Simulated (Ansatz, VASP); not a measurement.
# Hf in VASP and in Ansatz

Contents of INCAR:

```
SYSTEM = Hf
PREC = Accurate
ENCUT = 520
EDIFF = 1E-6
ISMEAR = 0
SIGMA = 0.15
LREAL = .FALSE.
LASPH = .TRUE.
NELM = 60
ALGO = Fast
ISIF = 2
LWAVE = .FALSE.
LCHARG = .TRUE.
GGA = PS
LELF = .TRUE.
LVHAR = .TRUE.
NBANDS = 11
```

KPOINTS

```
regular mesh
0
G
  18 18 18
  0 0 0
```

File POSCAR:

```
Hf
1.0
   -1.8050000000      1.8185375000      1.8185375000
    1.8050000000     -1.7914625000      1.7914625000
    1.8050000000      1.7914625000     -1.7914625000
Hf
1
Direct
    0.0000000000      0.0000000000      0.0000000000
```

Input for Ansatz:

```yaml
crystal:
  lattice:
    - [-1.805, 1.8185375, 1.8185375]
    - [1.805, -1.7914625, 1.7914625]
    - [1.805, 1.7914625, -1.7914625]
  atoms:
    - { symbol: Hf, position: [0.0, 0.0, 0.0] }
basis:
  ecutwfc: 420
kpoints:
  mp_grid: { grid: [18, 18, 18] }
hamiltonian:
  xc: pbesol
scf:
  occupations: { method: gaussian, width: 0.15 }
output:
  forces: true
  stress: true
  eigenvalues: true
```

Change from the starting cell: strain +0.0150 x Voigt [0, 0, 0, 1, 0, 0], atoms carried along.

Alike in both runs: task single point; functional PBEsol; k mesh 18 × 18 × 18; occupations gaussian, width 0.15 eV; no spin polarisation.

|  | VASP | Ansatz |
| --- | --- | --- |
| version | VASP 6.6.1 | Ansatz 0.2.0 |
| potentials or method | VASP PAW PBE potentials, release 64 (Hf_pv), cutoff 520 eV | scalar-relativistic, plane waves, PAW |
| valence electrons in the cell | 10 | 26 |

VASP gave:

- gap on the k mesh at the Fermi level (eV): none
- pressure (GPa): -9.3
- traceless stress, the component that is largest in VASP (GPa): -0.66

Which values does Ansatz return?

gap on the k mesh at the Fermi level (eV): none; pressure (GPa): -9.0; traceless stress, the component that is largest in VASP (GPa): -0.66.

VASP's potentials were made for PBE, not for PBEsol. A gap of «none» marks a metal or a gap that the smearing closes. The functional is the same, so the differences come from potentials, cutoffs and numerics. VASP's potentials hold 10 valence electrons a cell and Ansatz's 26, so a difference there can come from the potentials and not from the codes.

Spin-orbit coupling is off throughout.
